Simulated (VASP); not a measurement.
Wanted: the native input for a VASP 6.6.1 run.

* Task: relaxation of cell and atoms
* Functional: PBE
* Dispersion: D3(BJ)
* Potentials or basis: VASP PAW PBE potentials, release 64 (C, O)
* Cutoff: 600 eV
* k mesh: 4 × 4 × 4
* Occupations: gaussian, width 0.02 eV
* Spin: no spin polarisation
* Target pressure: 3.45 GPa
* Dipole correction: no
* Further INCAR settings: ALGO = Normal; EDIFF = 1e-06; IBRION = 2; EDIFFG = -0.002; NSW = 100; ISIF = 3

The structure of CO2 lies in POSCAR:

```
CO2
1.0
    5.2823389151      0.0000000000      0.0000000000
    0.0000000000      5.2823389151      0.0000000000
    0.0000000000      0.0000000000      5.2823389151
C O
4 8
Direct
    0.0000000000      0.0000000000      0.0000000000
    0.5000000000      0.0000000000      0.5000000000
    0.5000000000      0.5000000000      0.0000000000
    0.0000000000      0.5000000000      0.5000000000
    0.1273615091      0.1273615091      0.1273615091
    0.3726384909      0.8726384909      0.6273615091
    0.6273615091      0.3726384909      0.8726384909
    0.8726384909      0.6273615091      0.3726384909
    0.8726384909      0.8726384909      0.8726384909
    0.6273615091      0.1273615091      0.3726384909
    0.3726384909      0.6273615091      0.1273615091
    0.1273615091      0.3726384909      0.6273615091
```

These files were run (other wordings do the same):

INCAR

```
PREC     = Accurate       # precision mode
ENCUT    = 600            # plane-wave cutoff, eV
EDIFF    = 1E-6           # SCF threshold, eV
ISMEAR   = 0              # smearing method
SIGMA    = 0.02           # smearing width, eV
LREAL    = False          # projectors in reciprocal space
LASPH    = True           # aspherical terms in the spheres
NELM     = 60             # most SCF steps
ALGO     = Normal         # electronic algorithm
ISIF     = 3              # what is computed and relaxed
LWAVE    = False          # write WAVECAR
LCHARG   = False          # write CHGCAR
GGA      = PE             # functional
IVDW     = 12             # dispersion correction
IBRION   = 2              # ionic algorithm
NSW      = 100            # ionic steps
EDIFFG   = -0.002         # ionic threshold
PSTRESS  = 34.5
```

KPOINTS

```
Automatic mesh
0
Gamma
  4 4 4
```

Potentials or basis: VASP PAW PBE potentials, release 64 (C, O).

Run with:

```sh
$ cat potpaw_PBE.64/C/POTCAR potpaw_PBE.64/O/POTCAR > POTCAR
$ mpirun -np 1 vasp_std > vasp.out
```

It gave:

```json
{
 "Relaxed volume": "12.09 Å³/atom",
 "Relaxed cell": "a = 5.254 Å, b = 5.254 Å, c = 5.254 Å, α = 90.00°, β = 90.00°, γ = 90.00°",
 "Space group after relaxing (to 0.1 Å)": "Pa-3 (No. 205)",
 "Energy change on relaxing (the run minimises the enthalpy)": "+2.4 meV/atom",
 "Ionic steps": "10",
 "Pressure after relaxing": "3.4 GPa",
 "Band gap on the k mesh": "6.97 eV",
 "Dispersion energy per atom": "-0.088 eV"
}
```

Caveat: the cell is relaxed towards a set pressure, so the run minimises the enthalpy, not the energy.

Run time: 13 min on 1 thread of Intel Xeon 8259CL (shared host), peak memory 0.31 GiB.
